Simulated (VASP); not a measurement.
Here is a VASP 6.6.1 calculation.

File INCAR:

```
SYSTEM = Al
PREC     = Accurate       ! precision mode
ENCUT    = 600            ! plane-wave cutoff, eV
EDIFF    = 1E-6           ! SCF threshold, eV
ISMEAR   = 0              ! smearing method
SIGMA    = 0.1            ! smearing width, eV
LREAL    = .FALSE.        ! projectors in reciprocal space
LASPH    = .TRUE.         ! aspherical terms in the spheres
NELM     = 80             ! most SCF steps
ALGO     = Fast           ! electronic algorithm
ISIF     = 3              ! what is computed and relaxed
LWAVE    = .FALSE.        ! write WAVECAR
LCHARG   = .FALSE.        ! write CHGCAR
GGA      = CA             ! functional
IBRION   = 2              ! ionic algorithm
NSW      = 100            ! ionic steps
EDIFFG   = -0.002         ! ionic threshold
```

KPOINTS

```
regular mesh
0
G
  14 14 14
  0 0 0
```

File POSCAR:

```
Al
1.0
    0.0000000000      2.0248050000      2.0248050000
    2.0248050000      0.0000000000      2.0248050000
    2.0248050000      2.0248050000      0.0000000000
Al
1
Direct
    0.0000000000      0.0000000000      0.0000000000
```

Potentials or basis: VASP PAW LDA potentials, release 64 (Al).

Run with:

```sh
$ cat potpaw_LDA.64/Al/POTCAR > POTCAR
$ mpirun -np 1 vasp_std > vasp.out
```

Problem. Estimate the relaxed cell.

Solution. a = 2.815 Å, b = 2.815 Å, c = 2.815 Å, α = 60.00°, β = 60.00°, γ = 60.00°.

Problem. Predict the relaxed volume.

Solution. 15.77 Å³/atom.

Problem. Estimate the space group after relaxing (to 0.05 Å).

Solution. Fm-3m (No. 225).

Final structure:
```
CELL_PARAMETERS angstrom
0.00000 1.99038 1.99038
1.99038 0.00000 1.99038
1.99038 1.99038 0.00000
ATOMIC_POSITIONS crystal
Al 0.00000 0.00000 0.00000
```

LDA usually gives volumes a few per cent too small. Zero-point motion and thermal expansion aren't in these numbers.
